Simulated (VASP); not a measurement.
KBr: single point with PBE+D3(BJ)

The system is KBr.

```xyz
2
Lattice="0.0000 3.3219 3.3219 3.3219 0.0000 3.3219 3.3219 3.3219 0.0000" Properties=species:S:1:pos:R:3 pbc="T T T"
Br    3.3219    3.3219    3.3219
K     0.0000    0.0000    0.0000
```

- Program: VASP 6.6.1
- Task: single point
- Functional: PBE
- Dispersion: D3(BJ)
- Potentials or basis: VASP PAW PBE potentials, release 64 (Br, K_sv)
- Cutoff: 520 eV
- k mesh: 7 × 7 × 7
- Occupations: fermi-dirac, width 0.05 eV
- Spin: no spin polarisation
- Dipole correction: no
- Further INCAR settings: ALGO = Normal; EDIFF = 1e-06; NBANDS = 15

```
Pressure                   : -0.5 GPa
Band gap on the k mesh     : 4.38 eV, direct
Dispersion energy per atom : -0.203 eV
```

Levels at points of the mesh, in eV from the valence-band top:
| k point | band 6 | band 7 | band 8 | band 9 | band 10 | band 11 |
| --- | --- | --- | --- | --- | --- | --- |
| (0.00, 0.00, 0.00) | 0.00 | 0.00 | 0.00 | 4.38 | 7.60 | 7.60 |

Run time: 12 s on 1 thread of Intel(R) Xeon(R) Platinum 8488C (Sapphire Rapids), on a shared host, peak memory 0.22 GiB.

A k mesh can miss the band edges. Expect the measured gap to be larger: semilocal functionals such as PBE lack the derivative discontinuity.
